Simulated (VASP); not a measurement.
Wanted: the native input for a VASP 6.6.1 run.

| Quantity | Value |
| --- | --- |
| Task | single point |
| Functional | PBE |
| Potentials or basis | VASP PAW PBE potentials, release 64 (Al) |
| Cutoff | 500 eV |
| k mesh | 40 × 40 × 40 |
| Occupations | fermi-dirac, width 0.0612256 eV |
| Spin | no spin polarisation |
| Dipole correction | no |
| Further INCAR settings | ALGO = Normal; EDIFF = 1e-06; NBANDS = 8 |

The structure of Al lies in POSCAR:

```
Al
1.0
    2.7401515003      0.0000000000      0.0000000000
    0.0000000000      2.7401515003      0.0000000000
    0.0000000000      0.0000000000      2.7401515003
Al
1
Direct
    0.0000000000      0.0000000000      0.0000000000
```

These files were run (other wordings do the same):

INCAR

```
SYSTEM = Al
ALGO = Normal ; EDIFF = 1E-6
ENCUT = 500 ; GGA = PE
GGA_COMPAT = .False. ; ISIF = 2
ISMEAR = -1 ; LASPH = .True.
LCHARG = .False. ; LREAL = .False.
LWAVE = .False. ; NBANDS = 8
NELM = 120 ; PREC = Accurate
SIGMA = 0.06122561905347299
```

KPOINTS

```
k-points
0
Gamma
  40 40 40
  0 0 0
```

Potentials or basis: VASP PAW PBE potentials, release 64 (Al).

Launch:

```bash
$ cat potpaw_PBE.64/Al/POTCAR > POTCAR
$ mpirun -np 1 vasp_std > vasp.out
```

Results of the run:

```yaml
Pressure: -1.1 GPa
```

Run time: 48 s on 1 thread of Intel(R) Xeon(R) 6975P-C (Granite Rapids), on a shared host, peak memory 0.32 GiB.
